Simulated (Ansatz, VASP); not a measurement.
## BiTe in VASP and in Ansatz

```
CELL_PARAMETERS angstrom
0.00000 3.23500 3.23500
3.23500 0.00000 3.23500
3.23500 3.23500 0.00000
ATOMIC_POSITIONS crystal
Bi 0.03091 0.03091 0.96909
Te 0.50000 0.50000 0.50000
```

Alike in both runs: task single point; functional PBE; k mesh 6 × 6 × 6; occupations fermi-dirac, width 0.1 eV; no spin polarisation.

|  | VASP | Ansatz |
| --- | --- | --- |
| version | VASP 6.6.1 | Ansatz 0.2.0 |
| potentials or method | VASP PAW PBE potentials, release 64 (Bi_d, Te), cutoff 520 eV | plane waves, PAW |
| valence electrons in the cell | 21 | 31 |

```tsv
	VASP	Ansatz	Ansatz less VASP
rms of the force components (eV/Å)	0.343	0.340	-0.0030
```

Atom by atom the forces differ by 0.003 eV/Å (rms over components). With one functional, cell and mesh, what is left measures potentials, basis and numerics. VASP's potentials hold 21 valence electrons a cell and Ansatz's 31, so a difference there can come from the potentials and not from the codes.

Neither program's run includes spin-orbit coupling.
